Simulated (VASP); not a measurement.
# BaTiO3 (Pm-3m) in VASP: single point with r2SCAN

Aim: the single point of BaTiO3 with r2SCAN.

Everything below comes from runs of VASP 6.6.1. Logs are shortened: lines on timing, memory, paths and dates and some standing lists are left out, and cuts for length are marked.

### 1 The cell of the first run

It takes space group Pm-3m (No. 221, cubic). The conventional cell has a = 3.994 Å, b = 3.994 Å, c = 3.994 Å, α = 90.00°, β = 90.00°, γ = 90.00°. Within 3.7 Å of Ba (site symmetry m-3m) lie 12 O at 2.82 Å and 8 Ti at 3.46 Å. Within 2.6 Å of Ti (site symmetry m-3m) lie 6 O at 2.00 Å. O (site symmetry 4/mmm) has 2 Ti at 2.00 Å within 2.6 Å. Within 2.6 Å of O (site symmetry 4/mmm) lie 2 Ti at 2.00 Å.

### 2 Single point, r2SCAN

Input file POSCAR:

```
BaTiO3
1.0
    3.9940805748      0.0000000000      0.0000000000
    0.0000000000      3.9940805748      0.0000000000
    0.0000000000      0.0000000000      7.9881146573
Ba Ti O
2 2 6
Direct
    0.0000000000      0.0000000000      0.0000000000
    0.0000000000      0.0000000000      0.5000000000
    0.5000000000      0.5000000000      0.2500000000
    0.5000000000      0.5000000000      0.7500000000
    0.5000000000      0.5000000000      0.0000000000
    0.5000000000      0.5000000000      0.5000000000
    0.5000000000      0.0000000000      0.2500000000
    0.5000000000      0.0000000000      0.7500000000
    0.0000000000      0.5000000000      0.2500000000
    0.0000000000      0.5000000000      0.7500000000
```

Input file INCAR.step1:

```
SYSTEM = BaTiO3
ALGO     = Normal         ! electronic algorithm
EDIFF    = 1E-5           ! SCF threshold, eV
ENCUT    = 660            ! plane-wave cutoff, eV
GGA      = PE             ! functional
GGA_COMPAT= .False.      
ISMEAR   = -1             ! smearing method
LASPH    = .True.         ! aspherical terms in the spheres
LCHARG   = .False.        ! write CHGCAR
LREAL    = .False.        ! projectors in reciprocal space
LWAVE    = .True.         ! write WAVECAR
NBANDS   = 51             ! bands
NELM     = 120            ! most SCF steps
PREC     = Accurate       ! precision mode
SIGMA    = 0.1            ! smearing width, eV
```

Input file INCAR.step2:

```
SYSTEM = BaTiO3
ALGO     = Normal         ! electronic algorithm
EDIFF    = 1E-6           ! SCF threshold, eV
ENCUT    = 660            ! plane-wave cutoff, eV
GGA_COMPAT= .False.      
ISIF     = 2              ! what is computed and relaxed
ISMEAR   = -1             ! smearing method
ISTART   = 1            
LASPH    = .True.         ! aspherical terms in the spheres
LCHARG   = .True.         ! write CHGCAR
LELF     = .True.         ! ELF
LMIXTAU  = .True.       
LREAL    = .False.        ! projectors in reciprocal space
LVHAR    = .True.       
LWAVE    = .False.        ! write WAVECAR
METAGGA  = R2SCAN         ! meta-GGA
NBANDS   = 51             ! bands
NELM     = 120            ! most SCF steps
PREC     = Accurate       ! precision mode
SIGMA    = 0.1            ! smearing width, eV
```

Input file KPOINTS:

```
k-points
0
Gamma
  6 6 4
  0 0 0
```

Potentials or basis: VASP PAW PBE potentials, release 64 (Ba_sv, Ti_sv, O).

Command:

```console
> cat potpaw_PBE.64/Ba_sv/POTCAR potpaw_PBE.64/Ti_sv/POTCAR potpaw_PBE.64/O/POTCAR > POTCAR
> cp INCAR.step1 INCAR
> mpirun -np 1 vasp_std > vasp.out
> cp INCAR.step2 INCAR
> mpirun -np 1 vasp_std > vasp.out
```

OUTCAR:

```text
SYSTEM = BaTiO3
   EDIFF = 1E-6
   ENCUT = 660
   ISIF = 2
   ISMEAR = -1
   ISTART = 1
   LASPH = .True.
   LREAL = .False.
   METAGGA = R2SCAN
   NELM = 120
   PREC = Accurate

 ion  position               nearest neighbor table
   1  0.000  0.000  0.000-   7 2.82   8 2.82   9 2.82  10 2.82   9 2.82  10 2.82   7 2.82   8 2.82
                             5 2.82   5 2.82   5 2.82   5 2.82   3 3.46   4 3.46   4 3.46   4 3.46
   2  0.000  0.000  0.500-   7 2.82   8 2.82   9 2.82  10 2.82   9 2.82  10 2.82   7 2.82   8 2.82
                             6 2.82   6 2.82   6 2.82   6 2.82   3 3.46   4 3.46   4 3.46   4 3.46
   3  0.500  0.500  0.250-   5 2.00   6 2.00   7 2.00   9 2.00   7 2.00   9 2.00   1 3.46   2 3.46
                             1 3.46   1 3.46   2 3.46   2 3.46   1 3.46   2 3.46
   4  0.500  0.500  0.750-   5 2.00   6 2.00   8 2.00  10 2.00   8 2.00  10 2.00   1 3.46   2 3.46
                             1 3.46   1 3.46   2 3.46   2 3.46   1 3.46   2 3.46
   5  0.500  0.500  0.000-   3 2.00   4 2.00   1 2.82   1 2.82   1 2.82   1 2.82
   6  0.500  0.500  0.500-   3 2.00   4 2.00   2 2.82   2 2.82   2 2.82   2 2.82
   7  0.500  0.000  0.250-   3 2.00   3 2.00   1 2.82   2 2.82   1 2.82   2 2.82
   8  0.500  0.000  0.750-   4 2.00   4 2.00   1 2.82   2 2.82   1 2.82   2 2.82
   9  0.000  0.500  0.250-   3 2.00   3 2.00   1 2.82   1 2.82   2 2.82   2 2.82
  10  0.000  0.500  0.750-   4 2.00   4 2.00   1 2.82   1 2.82   2 2.82   2 2.82

  LATTYP: Found a simple tetragonal cell.
 ALAT       =     3.9940805748
 C/A-ratio  =     1.9999883597

  Lattice vectors:

 A1 = (   3.9940805748,   0.0000000000,   0.0000000000)
 A2 = (   0.0000000000,   3.9940805748,   0.0000000000)
 A3 = (   0.0000000000,   0.0000000000,   7.9881146573)

Analysis of symmetry for initial positions (statically):
=====================================================================
 Subroutine PRICEL returns following result:

  LATTYP: Found a simple cubic cell.
 ALAT       =     3.9940805748

  Lattice vectors:

 A1 = (   3.9940805748,   0.0000000000,   0.0000000000)
 A2 = (   0.0000000000,   3.9940805748,   0.0000000000)
 A3 = (   0.0000000000,   0.0000000000,   3.9940573287)

   2 primitive cells build up your supercell.

 Routine SETGRP: Setting up the symmetry group for a
 simple tetragonal supercell.

 Subroutine GETGRP returns: Found 16 space group operations
 (whereof 16 operations were pure point group operations)
 out of a pool of 16 trial point group operations.

The static configuration has the point symmetry D_4h.

Analysis of symmetry for dynamics (positions and initial velocities):
=====================================================================
 Subroutine PRICEL returns following result:

  LATTYP: Found a simple cubic cell.
 ALAT       =     3.9940805748

  Lattice vectors:

 A1 = (   3.9940805748,   0.0000000000,   0.0000000000)
 A2 = (   0.0000000000,   3.9940805748,   0.0000000000)
 A3 = (   0.0000000000,   0.0000000000,   3.9940573287)

   2 primitive cells build up your supercell.

 Routine SETGRP: Setting up the symmetry group for a
 simple tetragonal supercell.

 Subroutine GETGRP returns: Found 16 space group operations
 (whereof 16 operations were pure point group operations)
 out of a pool of 16 trial point group operations.

The dynamic configuration has the point symmetry D_4h.

 Subroutine INISYM returns: Found 16 space group operations
 (whereof 16 operations are pure point group operations),
 and found     2 'primitive' translations

----------------------------------------------------------------------------------------

                                     Primitive cell

  volume of cell :      63.7159

  direct lattice vectors                    reciprocal lattice vectors
     3.994080575  0.000000000  0.000000000     0.250370512  0.000000000  0.000000000
     0.000000000  3.994080575  0.000000000     0.000000000  0.250370512  0.000000000
     0.000000000  0.000000000  3.994057329     0.000000000  0.000000000  0.250371970

  length of vectors
     3.994080575  3.994080575  3.994057329     0.250370512  0.250370512  0.250371970

  position of ions in fractional coordinates (direct lattice)
     0.000000000  0.000000000  0.000000000
     0.500000000  0.500000000  0.500000000
     0.500000000  0.500000000  0.000000000
     0.500000000  0.000000000  0.500000000
     0.000000000  0.500000000  0.500000000

  ion indices of the primitive-cell ions
   primitive index   ion index
                 1           1
                 2           3
                 3           5
                 4           7
                 5           9

----------------------------------------------------------------------------------------

 KPOINTS: k-points

Automatic generation of k-mesh.
 Grid dimensions read from file:
 generate k-points for:    6    6    4

 Generating k-lattice:

  Cartesian coordinates                     Fractional coordinates (reciprocal lattice)
     0.041728419  0.000000000  0.000000000     0.166666667  0.000000000  0.000000000
     0.000000000  0.041728419  0.000000000     0.000000000  0.166666667  0.000000000
     0.000000000  0.000000000  0.031296496     0.000000000  0.000000000  0.250000000

  Length of vectors
     0.041728419  0.041728419  0.031296496

  Shift w.r.t. Gamma in fractional coordinates (k-lattice)
     0.000000000  0.000000000  0.000000000

 Subroutine IBZKPT returns following result:
 ===========================================

 Found     30 irreducible k-points:

 Following reciprocal coordinates:
            Coordinates               Weight
  0.000000  0.000000  0.000000      1.000000
  0.166667  0.000000  0.000000      4.000000
  0.333333  0.000000  0.000000      4.000000
  0.500000  0.000000  0.000000      2.000000
  0.166667  0.166667  0.000000      4.000000
  0.333333  0.166667  0.000000      8.000000
[... 16 lines left out ...]
  0.333333  0.000000  0.500000      4.000000
  0.500000  0.000000  0.500000      2.000000
 [... further k-points ...]
   k-points           NKPTS =     30   k-points in BZ     NKDIM =     30   number of bands    NBANDS=     51
   number of dos      NEDOS =    301   number of ions     NIONS =     10
   total plane-waves  NPLWV =  90720
   dimension x,y,z NGX =    36 NGY =   36 NGZ =   70
   dimension x,y,z NGXF=    72 NGYF=   72 NGZF=  140
   ions per type =               2   2   6
   NGX,Y,Z   is equivalent  to a cutoff of  14.98, 14.98, 14.57 a.u.
   NGXF,Y,Z  is equivalent  to a cutoff of  29.97, 29.97, 29.14 a.u.
 SYSTEM =  BaTiO3
   PREC   = accura    normal or accurate (medium, high low for compatibility)
   ISTART =      1    job   : 0-new  1-cont  2-samecut
   ICHARG =      0    charge: 1-file 2-atom 10-const
   ISPIN  =      1    spin polarized calculation?
   LNONCOLLINEAR =      F non collinear calculations
   LSORBIT =      F    spin-orbit coupling
   LASPH  =      T    aspherical Exc in radial PAW
   ENCUT  =  660.0 eV  48.51 Ry    6.96 a.u.   8.37  8.37 16.73*2*pi/ulx,y,z
   NELM   =    120;   NELMIN=  2; NELMDL=  0     # of ELM steps
   EDIFF  = 0.1E-05   stopping-criterion for ELM
   LREAL  =      F    real-space projection
   EDIFFG = 0.1E-04   stopping-criterion for IOM
   NSW    =      0    number of steps for IOM
   IBRION =     -1    ionic relax: 0-MD 1-quasi-New 2-CG
   NFREE  =      0    steps in history (QN), initial steepest desc. (CG)
   ISIF   =      2    stress and relaxation
   ISYM   =      2    0-nonsym 1-usesym 2-fastsym
   POTIM  = 0.5000    time-step for ionic-motion
   TEBEG  =    0.0;   TEEND  =   0.0 temperature during run
   PSTRESS=    0.0 pullay stress
   NELECT =      80.0000    total number of electrons
   NUPDOWN=      -1.0000    fix difference up-down
   EMIN   =  10.00;   EMAX   =-10.00  energy-range for DOS
   EFERMI =   0.00;   METHOD = LEGACY
   ISMEAR =    -1;   SIGMA  =   0.10  broadening in eV -4-tet -1-fermi 0-gaus
   EFERMI_NEDOS =   21; number of points for ismear=-14 and -15
   IALGO  =     38    algorithm
   IMIX   =      4    mixing-type and parameters
     AMIX     =   0.40;   BMIX     =  1.00
     AMIX_MAG =   1.60;   BMIX_MAG =  1.00
  volume/ion in A,a.u.               =      12.74        86.00
  Fermi-wavevector in a.u.,A,eV,Ry     =   1.401777  2.648974 26.735149  1.964978
  Thomas-Fermi vector in A             =   2.524604
   LORBIT       =      0    0 simple, 1 ext, 2 COOP (PROOUT), +10 PAW based schemes
   METAGGA = R2SCAN    functional components
   LHFCALC =     F    Hartree Fock is set to
   AEXX    =    0.0000 exact exchange contribution
   IVDW    =     0    specifies the selected vdW correction
   LEPSILON=     F    determine dielectric tensor
   LRPA    =     F    only Hartree local field effects (RPA)
 non-spin polarized calculation
  energy-cutoff  :      660.00
  volume of cell :      127.43
 maximum number of plane-waves:      4933
 NGX is ok and might be reduce to    36
   NGX = 17   NGY = 17   NGZ = 33

 number of electron      80.0000002 magnetization

 Free energy of the ion-electron system (eV)
  ---------------------------------------------------
  ext. energy  EPLUGINS =         0.00000000
  ---------------------------------------------------
  free energy    TOTEN  =      -148.48949252 eV

  energy without entropy =     -148.48947916  energy(sigma->0) =     -148.48948584

 E-fermi :   4.6922     XC(G=0): -11.9537

 val. band max:        3.5779135513   @ k =   0.5000   0.5000   0.0000
 cond. band min:       5.7277277726   @ k =   0.0000   0.0000   0.0000
 fundamental gap:      2.1498142213
 Fermi energy:         4.6922338204

 k-point     1 :       0.0000    0.0000    0.0000
  band No.  band energies     occupation
      1     -55.2746      2.00000
      2     -55.2735      2.00000
      3     -30.4958      2.00000
      4     -30.4366      2.00000
      5     -30.4366      2.00000
      6     -30.4361      2.00000
[... 43 lines left out ...]
     50       9.1906      0.00000
     51       9.1906      0.00000

 k-point     2 :       0.1667    0.0000    0.0000
  band No.  band energies     occupation
      1     -55.2743      2.00000
      2     -55.2732      2.00000
      3     -30.4950      2.00000
      4     -30.4517      2.00000
      5     -30.4492      2.00000
      6     -30.4361      2.00000
[... 43 lines left out ...]
     50       9.6959      0.00000
     51       9.7448      0.00000

 k-point     3 :       0.3333    0.0000    0.0000
  band No.  band energies     occupation
      1     -55.2738      2.00000
      2     -55.2726      2.00000
      3     -30.4933      2.00000
      4     -30.4815      2.00000
      5     -30.4784      2.00000
      6     -30.4351      2.00000
[... 1123 lines left out ...]
     50      10.3528      0.00000
     51      11.3049      0.00000

 k-point    24 :       0.5000    0.0000    0.5000
  band No.  band energies     occupation
      1     -55.2729      2.00000
      2     -55.2729      2.00000
      3     -30.4946      2.00000
      4     -30.4946      2.00000
      5     -30.4634      2.00000
      6     -30.4634      2.00000
[... 43 lines left out ...]
     50      10.7712      0.00000
     51      11.8324      0.00000

 [... further k-points ...]

------------------------ aborting loop because EDIFF is reached ----------------------------------------

  FORCE on cell =-STRESS in cart. coord.  units (eV):
  Direction    XX          YY          ZZ          XY          YZ          ZX
  --------------------------------------------------------------------------------------
  -------------------------------------------------------------------------------------
  Total        1.4563174      1.4563174      1.4642658      0.0000000     -0.0000000      0.0000000
  in kB       18.3100139     18.3100139     18.4099485      0.0000000     -0.0000000      0.0000000
  external PRESSURE =      18.3433254 kB  Pullay stress =       0.0000000 kB

 VOLUME and BASIS-vectors are now :
 -----------------------------------------------------------------------------
  energy-cutoff  :      660.00
  volume of cell :      127.43
      direct lattice vectors                 reciprocal lattice vectors
     3.994080575  0.000000000  0.000000000     0.250370512  0.000000000  0.000000000
     0.000000000  3.994080575  0.000000000     0.000000000  0.250370512  0.000000000
     0.000000000  0.000000000  7.988114657     0.000000000  0.000000000  0.125185985

 POSITION                                       TOTAL-FORCE (eV/Angst)
 -----------------------------------------------------------------------------------
      0.00000      0.00000      0.00000        -0.000000      0.000000     -0.000000
      0.00000      0.00000      3.99406        -0.000000      0.000000     -0.000000
      1.99704      1.99704      1.99703        -0.000000     -0.000000      0.000000
      1.99704      1.99704      5.99109        -0.000000     -0.000000      0.000000
      1.99704      1.99704      0.00000         0.000000      0.000000     -0.000000
      1.99704      1.99704      3.99406        -0.000000      0.000000     -0.000000
      1.99704      0.00000      1.99703         0.000000     -0.000000     -0.000000
      1.99704      0.00000      5.99109        -0.000000     -0.000000     -0.000000
      0.00000      1.99704      1.99703        -0.000000     -0.000000     -0.000000
      0.00000      1.99704      5.99109        -0.000000     -0.000000     -0.000000
 -----------------------------------------------------------------------------------
    total drift:                                0.000000      0.000000      0.000000

  FREE ENERGIE OF THE ION-ELECTRON SYSTEM (eV)
  ---------------------------------------------------
  free  energy   TOTEN  =      -148.4894925192 eV

  energy  without entropy=     -148.4894791650  energy(sigma->0) =     -148.48948584
```

Run time: 30 min. Hardware: 1 thread of Intel Xeon 8259CL, shared host; peak memory 0.48 GiB.

Results:

| Item | Value |
| --- | --- |
| Free energy | -148.4895 eV |
| Pressure | 1.8 GPa |
| Band gap on the k mesh | 2.15 eV |

Caveat: the PAW data sets were made with another functional, which shifts forces and pressure a little; spin-orbit coupling is left out, which moves the levels of the heavy elements. r2SCAN opens gaps a little over a GGA but as a rule still falls short of measured ones.
